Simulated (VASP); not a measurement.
A run of VASP 6.6.1 is set up as follows.

Contents of INCAR:

```
PREC = Accurate ; ENCUT = 520
EDIFF = 1E-6 ; ISMEAR = 0
SIGMA = 0.15 ; LREAL = F
LASPH = T ; NELM = 60
ALGO = Fast ; ISIF = 2
LWAVE = F ; LCHARG = F
GGA = PE ; NBANDS = 12
```

KPOINTS

```
Automatic mesh
0
Gamma
  24 24 24
```

Contents of POSCAR:

```
Au
1.0
    0.0000000000      2.1102244230      2.0166676752
    2.1102244230      0.0000000000      2.0166676752
    2.1102244230      2.1102244230      0.0000000000
Au
1
Direct
    0.0000000000      0.0000000000      0.0000000000
```

Potentials or basis: VASP PAW PBE potentials, release 64 (Au).

Launch:

```console
$ cat potpaw_PBE.64/Au/POTCAR > POTCAR
$ mpirun -np 1 vasp_std > vasp.out
```

What does it give for the band gap on the k mesh?

Zero (an odd number of electrons rules out a gap without spin polarisation).

Predict the pressure.

0.0 GPa.

Stress tensor (GPa, compression positive):
```
-0.36  0.00  0.00
 0.00 -0.36  0.00
 0.00  0.00  0.68
```

Caveat: the cell differs from its parent crystal (strain +0.015 along x and y, -0.030 along z); spin-orbit coupling is left out, which moves the levels of the heavy elements.
